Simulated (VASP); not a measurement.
Al2O3, 10 atoms in the cell. The structure is trigonal, space group R-3c (No. 167). The conventional cell has a = 4.809 Å, b = 4.809 Å, c = 13.125 Å, α = 90.00°, β = 90.00°, γ = 120.00°. Within 2.5 Å of Al (site symmetry 3) lie 6 O at 1.87 to 1.99 Å. Within 2.5 Å of O (site symmetry 2) lie 4 Al at 1.87 to 1.99 Å. 

* Program: VASP 6.6.1
* Task: single point
* Functional: PBE
* Potentials or basis: VASP PAW PBE potentials, release 64 (Al, O)
* Cutoff: 520 eV
* k mesh: 6 × 6 × 6
* Occupations: gaussian, width 0.02 eV
* Spin: no spin polarisation
* Dipole correction: no
* Further INCAR settings: ALGO = Normal; EDIFF = 1e-06; NBANDS = 35

Potentials or basis: VASP PAW PBE potentials, release 64 (Al, O).

The run is started by

```bash
$ cat potpaw_PBE.64/Al/POTCAR potpaw_PBE.64/O/POTCAR > POTCAR
$ mpirun -np 1 vasp_std > vasp.out
```

Hardware: 1 thread of Intel(R) Xeon(R) 6975P-C (Granite Rapids), on a shared host.

How long does it take, and how much memory?

Run time: 45 s on 1 thread of Intel(R) Xeon(R) 6975P-C (Granite Rapids), on a shared host, peak memory 0.26 GiB. Counts: scf iterations 13, k points 32.
